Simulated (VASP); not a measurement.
The system is CaMg.

```
Ca Mg
1.0
     6.03443    0.00000    0.00000
     4.92601    3.48550    0.00000
     4.92601    1.56651    3.11364
Ca Mg
1 1
Cartesian
  0.0000 0.0000 0.0000
  7.9432 2.5260 1.5568
```

```yaml
Program: VASP 6.6.1
Task: relaxation of cell and atoms
Functional: LDA
Potentials_or_basis: VASP PAW LDA potentials, release 64 (Ca_sv, Mg)
Cutoff: 600 eV
k_mesh: 7 × 7 × 7
Occupations: fermi-dirac, width 0.02 eV
Spin: no spin polarisation
```

At the start: pressure -2.0 GPa; volume 32.74 Å³/atom.

**Question.** Where does the relaxation end?

**Answer.** Over 3 steps the energy falls by 19.9 meV/atom and the volume is 29.91 Å³/atom (-8.6 %); space group R-3m (No. 166, to 0.1 Å) before and after.

Step by step:
```
step  energy change (eV)  largest force (eV/Å)  pressure (GPa)  volume (Å³)
   1              0.0000                0.0000           -2.00        65.49
   2             -0.0346                0.0000           -0.78        61.70
   3             -0.0398                0.0000           -0.05        59.83
```

Final structure:
```
Ca Mg
1.0
     5.81841   -0.01891   -0.01165
     4.73875    3.37616   -0.01165
     4.73875    1.50696    3.02120
Ca Mg
1 1
Direct
  0.00000 0.00000 0.00000
  0.50000 0.50000 0.50000
```
